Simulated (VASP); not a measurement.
A run of VASP 6.6.1 is set up as follows.

INCAR

```
PREC     = Accurate       # precision mode
ENCUT    = 520            # plane-wave cutoff, eV
EDIFF    = 1E-6           # SCF threshold, eV
ISMEAR   = 0              # smearing method
SIGMA    = 0.05           # smearing width, eV
LREAL    = False          # projectors in reciprocal space
LASPH    = True           # aspherical terms in the spheres
NELM     = 100            # most SCF steps
ALGO     = Normal         # electronic algorithm
ISIF     = 2              # what is computed and relaxed
LWAVE    = False          # write WAVECAR
LCHARG   = True           # write CHGCAR
GGA      = PE             # functional
LELF     = True           # ELF
LVHAR    = True         
NBANDS   = 12             # bands
```

The input KPOINTS:

```
Automatic mesh
0
Gamma
  10 10 10
```

The input POSCAR:

```
LiF
1.0
    0.0000000000      2.0140000000      2.0140000000
    1.8629500000      0.0000000000      2.0140000000
    1.8629500000      2.0140000000      0.0000000000
Li F
1 1
Direct
    0.0000000000      0.0000000000      0.0000000000
    0.5000000000      0.5000000000      0.5000000000
```

Potentials or basis: VASP PAW PBE potentials, release 64 (Li_sv, F).

Command:

```console
$ cat potpaw_PBE.64/Li_sv/POTCAR potpaw_PBE.64/F/POTCAR > POTCAR
$ mpirun -np 1 vasp_std > vasp.out
```

Predict the band gap on the k mesh.

9.71 eV, direct.

Caveat: the cell differs from its parent crystal (strain -0.0750 x Voigt [1, 0, 0, 0, 0, 0]). A k mesh can miss the band edges.
